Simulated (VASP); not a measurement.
# Fe in VASP: single point with LDA

Aim: the single point of Fe with LDA.

Program: VASP 6.6.1. These are calculated values, not measurements. Logs are shortened: lines on timing, memory, paths and dates and some standing lists are left out, and cuts for length are marked.

## 1. The cell of the first run

The cell holds a slab with vacuum, 10 atoms: a = 2.746 Å, b = 2.746 Å, c = 27.359 Å, α = 90.00°, β = 90.00°, γ = 90.00°.

## 2. Single point, LDA, collinear spin, ferromagnetic start

File INCAR:

```
SYSTEM = Fe
ALGO = Normal ; AMIX = 0.2
AMIX_MAG = 0.8 ; BMIX = 1E-4
BMIX_MAG = 1E-4 ; DIPOL = 0.5 0.5 0.500
EDIFF = 1E-7 ; ENCUT = 520
ICORELEVEL = 1 ; IDIPOL = 3
ISIF = 2 ; ISMEAR = 1
ISPIN = 2 ; LASPH = .TRUE.
LCHARG = .FALSE. ; LDIPOL = .TRUE.
LMAXMIX = 4 ; LORBIT = 11
LREAL = .FALSE. ; LUSENCCL = .FALSE.
LVACPOTAV = .TRUE. ; LVHAR = .TRUE.
LWAVE = .FALSE. ; MAGMOM = 2.1 2.1 2.1 2.1 2.1 2.1 2.1 2.1 2.1 2.1
NELM = 150 ; PREC = Accurate
SIGMA = 0.1
```

File KPOINTS:

```
k-points
0
G
  14 14 1
  0 0 0
```

File POSCAR:

```
Fe
1.0
    2.7463880000      0.0000000000      0.0000000000
    0.0000000000      2.7463880000      0.0000000000
    0.0000000000      0.0000000000     27.3587460000
Fe
10
Direct
    0.5000000000      0.5000000000      0.2741353700
    0.0000000000      0.0000000000      0.3243275100
    0.5000000000      0.5000000000      0.3745196500
    0.0000000000      0.0000000000      0.4247117900
    0.5000000000      0.5000000000      0.4749039300
    0.0000000000      0.0000000000      0.5250960700
    0.5000000000      0.5000000000      0.5752882100
    0.0000000000      0.0000000000      0.6254803500
    0.5000000000      0.5000000000      0.6756724900
    0.0000000000      0.0000000000      0.7258646300
```

Potentials or basis: VASP PAW LDA potentials, release 64 (Fe).

Command:

```bash
> cat potpaw_LDA.64/Fe/POTCAR > POTCAR
> mpirun -np 1 vasp_std > vasp.out
```

OUTCAR:

```text
SYSTEM = Fe
   AMIX = 0.2
   AMIX_MAG = 0.8
   EDIFF = 1E-7
   ENCUT = 520
   ISIF = 2
   ISMEAR = 1
   ISPIN = 2
   LASPH = .TRUE.
   LORBIT = 11
   LREAL = .FALSE.
   NELM = 150
   PREC = Accurate

 ion  position               nearest neighbor table
   1  0.500  0.500  0.274-   2 2.38   2 2.38   2 2.38   2 2.38   3 2.75
   2  0.000  0.000  0.324-   1 2.38   3 2.38   1 2.38   3 2.38   1 2.38   3 2.38   1 2.38   3 2.38
                             4 2.75
   3  0.500  0.500  0.375-   2 2.38   4 2.38   2 2.38   4 2.38   2 2.38   4 2.38   2 2.38   4 2.38
                             5 2.75   1 2.75
   4  0.000  0.000  0.425-   5 2.38   5 2.38   5 2.38   5 2.38   3 2.38   3 2.38   3 2.38   3 2.38
                             2 2.75   6 2.75
   5  0.500  0.500  0.475-   4 2.38   4 2.38   4 2.38   4 2.38   6 2.38   6 2.38   6 2.38   6 2.38
                             3 2.75   7 2.75
   6  0.000  0.000  0.525-   7 2.38   7 2.38   7 2.38   7 2.38   5 2.38   5 2.38   5 2.38   5 2.38
                             8 2.75   4 2.75
   7  0.500  0.500  0.575-   6 2.38   6 2.38   6 2.38   6 2.38   8 2.38   8 2.38   8 2.38   8 2.38
                             5 2.75   9 2.75
   8  0.000  0.000  0.625-   7 2.38   9 2.38   7 2.38   9 2.38   7 2.38   9 2.38   7 2.38   9 2.38
                             6 2.75  10 2.75
   9  0.500  0.500  0.676-   8 2.38  10 2.38   8 2.38  10 2.38   8 2.38  10 2.38   8 2.38  10 2.38
                             7 2.75
  10  0.000  0.000  0.726-   9 2.38   9 2.38   9 2.38   9 2.38   8 2.75

  LATTYP: Found a simple tetragonal cell.
 ALAT       =     2.7463880000
 C/A-ratio  =     9.9617191744

  Lattice vectors:

 A1 = (   2.7463880000,   0.0000000000,   0.0000000000)
 A2 = (   0.0000000000,   2.7463880000,   0.0000000000)
 A3 = (   0.0000000000,   0.0000000000,  27.3587460000)

Analysis of symmetry for initial positions (statically):
=====================================================================
 Subroutine PRICEL returns:
 Original cell was already a primitive cell.

 Routine SETGRP: Setting up the symmetry group for a
 simple tetragonal supercell.

 Subroutine GETGRP returns: Found 16 space group operations
 (whereof  8 operations were pure point group operations)
 out of a pool of 16 trial point group operations.

The static configuration has the point symmetry C_4v.
 The point group associated with its full space group is D_4h.

Analysis of symmetry for dynamics (positions and initial velocities):
=====================================================================
 Subroutine PRICEL returns:
 Original cell was already a primitive cell.

 Routine SETGRP: Setting up the symmetry group for a
 simple tetragonal supercell.

 Subroutine GETGRP returns: Found 16 space group operations
 (whereof  8 operations were pure point group operations)
 out of a pool of 16 trial point group operations.

The dynamic configuration has the point symmetry C_4v.
 The point group associated with its full space group is D_4h.

Analysis of structural, dynamic, and magnetic symmetry:
=====================================================================
 Subroutine PRICEL returns:
 Original cell was already a primitive cell.

 Routine SETGRP: Setting up the symmetry group for a
 simple tetragonal supercell.

 Subroutine GETGRP returns: Found 16 space group operations
 (whereof  8 operations were pure point group operations)
 out of a pool of 16 trial point group operations.

The overall configuration has the point symmetry C_4v.
 The point group associated with its full space group is D_4h.

 Subroutine INISYM returns: Found 16 space group operations
 (whereof  8 operations are pure point group operations),
 and found     1 'primitive' translations

----------------------------------------------------------------------------------------

                                     Primitive cell

  volume of cell :     206.3574

  direct lattice vectors                    reciprocal lattice vectors
     2.746388000  0.000000000  0.000000000     0.364114612  0.000000000  0.000000000
     0.000000000  2.746388000  0.000000000     0.000000000  0.364114612  0.000000000
     0.000000000  0.000000000 27.358746000     0.000000000  0.000000000  0.036551383

  length of vectors
     2.746388000  2.746388000 27.358746000     0.364114612  0.364114612  0.036551383
[... 106 lines left out ...]
   TEBEG  =    0.0;   TEEND  =   0.0 temperature during run
   PSTRESS=    0.0 pullay stress
   NELECT =      80.0000    total number of electrons
   NUPDOWN=      -1.0000    fix difference up-down
   EMIN   =  10.00;   EMAX   =-10.00  energy-range for DOS
   EFERMI =   0.00;   METHOD = LEGACY
   ISMEAR =     1;   SIGMA  =   0.10  broadening in eV -4-tet -1-fermi 0-gaus
   EFERMI_NEDOS =   21; number of points for ismear=-14 and -15
   IALGO  =     38    algorithm
   IMIX   =      4    mixing-type and parameters
     AMIX     =   0.20;   BMIX     =  0.00
     AMIX_MAG =   0.80;   BMIX_MAG =  0.00
  volume/ion in A,a.u.               =      20.64       139.26
  Fermi-wavevector in a.u.,A,eV,Ry     =   1.193708  2.255781 19.387475  1.424939
  Thomas-Fermi vector in A             =   2.329716
   LORBIT       =     11    0 simple, 1 ext, 2 COOP (PROOUT), +10 PAW based schemes
   GGA     = CA    functional components
   LHFCALC =     F    Hartree Fock is set to
   AEXX    =    0.0000 exact exchange contribution
   IVDW    =     0    specifies the selected vdW correction
   LEPSILON=     F    determine dielectric tensor
   LRPA    =     F    only Hartree local field effects (RPA)
 spin polarized calculation
 Methfessel and Paxton  Order N= 1 SIGMA  =   0.10
  energy-cutoff  :      520.00
  volume of cell :      206.36
 maximum number of plane-waves:      5604
   NGX = 11   NGY = 11   NGZ =101

 dipolmoment           0.000000      0.000000     -0.000000 electrons x Angstroem

 number of electron      79.9999895 magnetization       9.8530229

 number of electron      79.9999894 magnetization      20.8708704

 dipolmoment           0.000000      0.000000      0.000000 electrons x Angstroem

 Free energy of the ion-electron system (eV)
  ---------------------------------------------------
  ext. energy  EPLUGINS =         0.00000000
  ---------------------------------------------------
  free energy    TOTEN  =       -88.96071798 eV

  energy without entropy =      -88.95214419  energy(sigma->0) =      -88.95786005

 the core state eigenenergies are
   1-  1s  -6956.1308  2s   -807.8051  2p   -688.7593  3s    -84.5495  3p    -51.1654

   2-  1s  -6956.2021  2s   -808.0611  2p   -688.9988  3s    -84.5830  3p    -51.1949

   3-  1s  -6956.3244  2s   -808.2020  2p   -689.1378  3s    -84.7148  3p    -51.3241
[... 11 lines left out ...]
   9-  1s  -6956.2021  2s   -808.0611  2p   -688.9988  3s    -84.5830  3p    -51.1949

  10-  1s  -6956.1308  2s   -807.8051  2p   -688.7593  3s    -84.5495  3p    -51.1654

 E-fermi :   1.3095     XC(G=0):  -7.8741

 val. band max:        1.3088105492   @ k =   0.5000   0.5000   0.0000
 cond. band min:       1.3103315960   @ k =   0.0714   0.0714   0.0000
 fundamental gap:      0.0015210468
 Fermi energy:         1.3094867090

 spin component 1

 k-point     1 :       0.0000    0.0000    0.0000
  band No.  band energies     occupation
      1      -7.6156      1.00000
      2      -7.0479      1.00000
      3      -6.1918      1.00000
      4      -5.1443      1.00000
      5      -4.1391      1.00000
      6      -3.9936      1.00000
[... 1309 lines left out ...]
     51       1.2153      1.01801
     52       1.4842     -0.01655

 [... further k-points ...]

 spin component 2

 k-point     1 :       0.0000    0.0000    0.0000
  band No.  band energies     occupation
      1      -7.2363      1.00000
      2      -6.6546      1.00000
      3      -5.7668      1.00000
      4      -4.6644      1.00000
      5      -3.5209      1.00000
      6      -2.6168      1.00000
[... 1309 lines left out ...]
     51       3.1559     -0.00000
     52       3.2973     -0.00000

 [... further k-points ...]

 [bands above 52 left out]

------------------------ aborting loop because EDIFF is reached ----------------------------------------

  FORCE on cell =-STRESS in cart. coord.  units (eV):
  Direction    XX          YY          ZZ          XY          YZ          ZX
  --------------------------------------------------------------------------------------
  -------------------------------------------------------------------------------------
  Total       -3.6404425     -3.6404425     -1.2951093      0.0000000      0.0000000     -0.0000000
  in kB      -28.2647266    -28.2647266    -10.0553461      0.0000000      0.0000000     -0.0000000
  external PRESSURE =     -22.1949331 kB  Pullay stress =       0.0000000 kB

 VOLUME and BASIS-vectors are now :
 -----------------------------------------------------------------------------
  energy-cutoff  :      520.00
  volume of cell :      206.36
      direct lattice vectors                 reciprocal lattice vectors
     2.746388000  0.000000000  0.000000000     0.364114612  0.000000000  0.000000000
     0.000000000  2.746388000  0.000000000     0.000000000  0.364114612  0.000000000
     0.000000000  0.000000000 27.358746000     0.000000000  0.000000000  0.036551383

 POSITION                                       TOTAL-FORCE (eV/Angst)
 -----------------------------------------------------------------------------------
      1.37319      1.37319      7.50000         0.000000      0.000000      0.349241
      0.00000      0.00000      8.87319         0.000000      0.000000     -0.353754
      1.37319      1.37319     10.24639         0.000000     -0.000000      0.063548
      0.00000      0.00000     11.61958         0.000000     -0.000000     -0.015593
      1.37319      1.37319     12.99278         0.000000     -0.000000     -0.009959
      0.00000      0.00000     14.36597         0.000000     -0.000000      0.009959
      1.37319      1.37319     15.73916         0.000000      0.000000      0.015593
      0.00000      0.00000     17.11236         0.000000      0.000000     -0.063548
      1.37319      1.37319     18.48555         0.000000     -0.000000      0.353754
      0.00000      0.00000     19.85875         0.000000     -0.000000     -0.349241
 -----------------------------------------------------------------------------------
    total drift:                               -0.000000     -0.000000      0.000000

  FREE ENERGIE OF THE ION-ELECTRON SYSTEM (eV)
  ---------------------------------------------------
  free  energy   TOTEN  =       -88.9607179787 eV

  energy  without entropy=      -88.9521441949  energy(sigma->0) =      -88.95786005

 vacuum level on the upper side and lower side of the slab         5.692         5.692

 total charge

# of ion       s       p       d       tot
------------------------------------------
    1        0.476   0.367   6.239   7.081
    2        0.524   0.600   6.357   7.481
    3        0.531   0.617   6.334   7.482
    4        0.529   0.620   6.340   7.488
    5        0.530   0.621   6.335   7.485
    6        0.530   0.621   6.335   7.485
    7        0.529   0.620   6.340   7.488
    8        0.531   0.617   6.334   7.482
    9        0.524   0.600   6.357   7.481
   10        0.476   0.367   6.239   7.081
--------------------------------------------------
tot          5.177   5.649  63.207  74.034

 magnetization (x)

# of ion       s       p       d       tot
------------------------------------------
    1        0.007   0.015   2.599   2.620
    2       -0.015  -0.030   1.847   1.802
    3       -0.006  -0.030   1.957   1.921
    4       -0.009  -0.033   1.921   1.879
    5       -0.008  -0.033   1.979   1.938
    6       -0.008  -0.033   1.979   1.938
    7       -0.009  -0.033   1.921   1.879
    8       -0.006  -0.030   1.957   1.921
    9       -0.015  -0.030   1.847   1.802
   10        0.007   0.015   2.599   2.620
--------------------------------------------------
tot         -0.062  -0.224  20.607  20.322
```

Wall time 71 min (1 × NVIDIA H100 80GB with 1 thread of AMD EPYC 7R13 (Zen 3), shared host); peak memory 1.7 GiB.

What came out:

| Property | Result |
| --- | --- |
| Free energy | -88.9607 eV |
| Largest force | 0.354 eV/Å |
| Net moment | 20.87 μB per cell |
| Site moments | Fe +2.62, +1.80, +1.92, +1.88, +1.94 (each value once) μB |
| Valence electrons inside the program's atomic spheres | Fe 7.08, 7.48, 7.49 (each value once) |

Forces in eV/Å, atoms in the order of the input:
```
Fe   0.000  0.000  0.349
Fe   0.000  0.000 -0.354
Fe   0.000  0.000  0.064
Fe   0.000  0.000 -0.016
Fe   0.000  0.000 -0.010
Fe   0.000  0.000  0.010
Fe   0.000  0.000  0.016
Fe   0.000  0.000 -0.064
Fe   0.000  0.000  0.354
Fe   0.000  0.000 -0.349
```

Levels at points of the mesh, in eV from the Fermi level:
Spin up:
```
           k point  band 48  band 49  band 50  band 51  band 52  band 53
(0.00, 0.00, 0.00)    -0.43    -0.18    -0.18    -0.15     0.12     0.13
(0.50, 0.00, 0.00)     0.35     0.48     0.48     0.54     0.54     0.57
(0.50, 0.50, 0.00)    -0.57     0.00     0.00     1.08     1.08     2.54
```
Spin down:
```
           k point  band 28  band 29  band 30  band 31  band 32  band 33
(0.00, 0.00, 0.00)    -0.36    -0.33    -0.28     0.05     0.05     0.08
(0.50, 0.00, 0.00)    -0.33    -0.27    -0.27     0.08     0.08     0.48
(0.50, 0.50, 0.00)     0.04     1.09     1.09     1.18     1.18     1.28
```

Core levels (eV, on the scale of the bands):
```tsv
atom	levels
1 Fe	1s -6956.1, 2s -807.8, 2p -688.8, 3s -84.5, 3p -51.2
2 Fe	1s -6956.2, 2s -808.1, 2p -689.0, 3s -84.6, 3p -51.2
3 Fe	1s -6956.3, 2s -808.2, 2p -689.1, 3s -84.7, 3p -51.3
4 Fe	1s -6956.3, 2s -808.2, 2p -689.1, 3s -84.7, 3p -51.3
5 Fe	1s -6956.3, 2s -808.2, 2p -689.1, 3s -84.7, 3p -51.3
6 Fe	1s -6956.3, 2s -808.2, 2p -689.1, 3s -84.7, 3p -51.3
```
